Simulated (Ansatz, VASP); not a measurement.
## Two plane-wave programs on Ru

```
Ru
1.0
     2.71980    0.00000    0.00000
    -1.35990    2.35541    0.00000
     0.00000    0.00000    4.29666
Ru
2
Direct
  0.33333 0.66667 0.25000
  0.66667 0.33333 0.75000
```

Alike in both runs: functional PBE; k mesh 18 × 18 × 10; occupations gaussian, width 0.1 eV; no spin polarisation.

Ansatz relaxed the structure, and its values are those at the end. VASP's run is a single point on that final structure, the one shown.

|  | VASP | Ansatz |
| --- | --- | --- |
| version | VASP 6.6.1 | Ansatz 0.2.0 |
| potentials or method | VASP PAW PBE potentials, release 64 (Ru_pv), cutoff 520 eV | scalar-relativistic, plane waves, PAW |
| valence electrons in the cell | 28 | 32 |

VASP gave:

```
gap on the k mesh at the Fermi level (eV) : none
pressure (GPa)                            : -0.1
```

Q: Which values does Ansatz return?

A: gap on the k mesh at the Fermi level (eV): none; pressure (GPa): 0.0.

A gap of «none» marks a metal or a gap that the smearing closes. VASP's potentials hold 28 valence electrons a cell and Ansatz's 32, so a difference there can come from the potentials and not from the codes.
